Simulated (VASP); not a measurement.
ZrC:

```
Zr C
1.0
     3.58282    0.00000    0.00000
     0.00000    3.58282    0.00000
     0.00000    0.00000    2.65971
Zr C
1 1
Direct
  0.50000 0.50000 0.00000
  0.00000 0.00000 0.00000
```

The cell was generated, and may not be a known phase.

- Program: VASP 6.6.1
- Task: relaxation of cell and atoms
- Functional: PBE
- Potentials or basis: VASP PAW PBE potentials, release 64 (Zr_sv, C_h)
- Cutoff: 1300 eV
- k mesh: 6 × 6 × 6
- Occupations: gaussian, width 0.1 eV
- Spin: no spin polarisation

At the start: pressure -14.2 GPa; volume 17.07 Å³/atom.

Problem. Where does the relaxation end?

Solution. Over 36 steps the energy falls by 745.5 meV/atom and the volume is 19.97 Å³/atom (+17.0 %); space group P4/mmm (No. 123, to 0.1 Å) before and after.

Step by step:
| step | energy change (eV) | largest force (eV/Å) | pressure (GPa) | volume (Å³) |
| --- | --- | --- | --- | --- |
| 1 | 0.0000 | 0.0000 | -14.22 | 34.14 |
| 2 | -0.1176 | 0.0000 | 61.11 | 26.16 |
| 3 | -1.2434 | 0.0000 | 7.97 | 29.86 |
| 4 | -1.2493 | 0.0000 | 11.02 | 29.55 |
| 5 | -1.4158 | 0.0000 | -0.39 | 33.04 |
| 6 | -1.4175 | 0.0000 | -2.04 | 33.75 |
| 7 | -1.4177 | 0.0000 | -1.75 | 33.61 |
| 8 | -1.4191 | 0.0000 | 2.68 | 33.24 |
| 9 | -1.4224 | 0.0000 | 0.45 | 33.42 |
| 10 | -1.4224 | 0.0000 | 0.41 | 33.43 |
| 11 | -1.4229 | 0.0000 | 0.20 | 33.57 |
| 12 | -1.4244 | 0.0000 | -0.36 | 34.00 |
| 13 | -1.4297 | 0.0000 | -1.46 | 34.86 |
| 14 | -1.4428 | 0.0000 | -3.56 | 36.58 |
| 15 | -1.4381 | 0.0000 | -6.10 | 40.07 |
| 16 | -1.4400 | 0.0000 | -5.53 | 39.19 |
| 17 | -1.4436 | 0.0000 | -4.64 | 37.88 |
| 18 | -1.4445 | 0.0000 | -4.14 | 37.23 |
| 19 | -1.4444 | 0.0000 | -4.25 | 37.38 |
| 20 | -1.4445 | 0.0000 | -4.26 | 37.39 |
| 21 | -1.4445 | 0.0000 | -4.27 | 37.40 |
| 22 | -1.4446 | 0.0000 | -4.27 | 37.43 |
| 23 | -1.4447 | 0.0000 | -4.27 | 37.48 |
| 24 | -1.4450 | 0.0000 | -4.36 | 37.59 |
| 25 | -1.4453 | 0.0000 | -4.44 | 37.81 |
| 26 | -1.4458 | 0.0000 | -4.63 | 38.25 |
| 27 | -1.4478 | 0.0000 | -4.95 | 39.12 |
| 28 | -1.4528 | 0.0000 | -5.54 | 40.86 |
| 29 | -1.4571 | 0.0000 | -5.33 | 41.18 |
| 30 | -1.4659 | 0.0000 | -4.60 | 42.13 |
| 31 | -1.4644 | 0.0000 | -2.87 | 43.98 |
| 32 | -1.4682 | 0.0000 | -3.94 | 42.86 |
| 33 | -1.4721 | 0.0000 | -3.59 | 42.58 |
| 34 | -1.4818 | 0.0000 | -2.63 | 41.76 |
| 35 | -1.4909 | 0.0000 | -0.41 | 40.12 |
| 36 | -1.4910 | 0.0000 | -0.15 | 39.95 |

Final structure:
```
CELL_PARAMETERS angstrom
3.18620 0.00000 0.00000
0.00000 3.18620 0.00000
0.00000 0.00000 3.93486
ATOMIC_POSITIONS crystal
Zr 0.50000 0.50000 0.00000
C 0.00000 0.00000 0.00000
```

Caveat: the k points lie up to 0.33 Å⁻¹ apart in the final cell, too coarse for converged energies and pressures of a metal; the volume moved by over 15 % at a fixed basis, so the end points are rough.
